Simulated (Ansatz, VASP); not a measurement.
RbCaBr3 in VASP and in Ansatz

INCAR

```
PREC = Accurate
ENCUT = 520
EDIFF = 1E-6
ISMEAR = 0
SIGMA = 0.05
LREAL = False
LASPH = True
NELM = 60
ALGO = Normal
ISIF = 2
LWAVE = False
LCHARG = True
GGA = CA
LELF = True
LVHAR = True
NBANDS = 28
```

File KPOINTS:

```
regular mesh
0
Gamma
  4 4 4
```

Contents of POSCAR:

```
RbCaBr3
1.0
    5.7366900000      0.0430251750      0.0000000000
    0.0430251750      5.7366900000      0.0000000000
    0.0000000000      0.0000000000      5.7366900000
Rb Ca Br
1 1 3
Direct
    0.5000000000      0.5000000000      0.5000000000
    0.0000000000      0.0000000000      0.0000000000
    0.5000000000      0.0000000000      0.0000000000
    0.0000000000      0.5000000000      0.0000000000
    0.0000000000      0.0000000000      0.5000000000
```

Input for Ansatz:

```yaml
crystal:
  lattice:
    - [5.73669, 0.043025175, 0.0]
    - [0.043025175, 5.73669, 0.0]
    - [0.0, 0.0, 5.73669]
  atoms:
    - { symbol: Rb, position: [0.5, 0.5, 0.5] }
    - { symbol: Ca, position: [0.0, 0.0, 0.0] }
    - { symbol: Br, position: [0.5, 0.0, 0.0] }
    - { symbol: Br, position: [0.0, 0.5, 0.0] }
    - { symbol: Br, position: [0.0, 0.0, 0.5] }
basis:
  ecutwfc: 420
kpoints:
  mp_grid: { grid: [4, 4, 4] }
hamiltonian:
  xc: lda
scf:
  occupations: { method: gaussian, width: 0.05 }
output:
  forces: true
  stress: true
  eigenvalues: true
```

Change from the starting cell: strain +0.0150 x Voigt [0, 0, 0, 0, 0, 1], atoms carried along.

Alike in both runs: task single point; functional LDA; k mesh 4 × 4 × 4; occupations gaussian, width 0.05 eV; no spin polarisation.

|  | VASP | Ansatz |
| --- | --- | --- |
| version | VASP 6.6.1 | Ansatz 0.2.0 |
| potentials or method | VASP PAW LDA potentials, release 64 (Rb_sv, Ca_sv, Br), cutoff 520 eV | scalar-relativistic, plane waves, PAW |
| valence electrons in the cell | 40 | 40 |

Ansatz gave:

- gap on the k mesh at the Fermi level (eV): 3.67
- least direct gap on the mesh (eV): 3.95
- pressure (GPa): -2.4
- traceless stress, the component that is largest in VASP (GPa): -0.09

Q: What did VASP give for the same quantities?

A: gap on the k mesh at the Fermi level (eV): 3.68; least direct gap on the mesh (eV): 3.96; pressure (GPa): -2.4; traceless stress, the component that is largest in VASP (GPa): -0.09.

LDA's correlation is that of Perdew and Zunger in VASP and of Perdew and Wang (1992) in Ansatz.
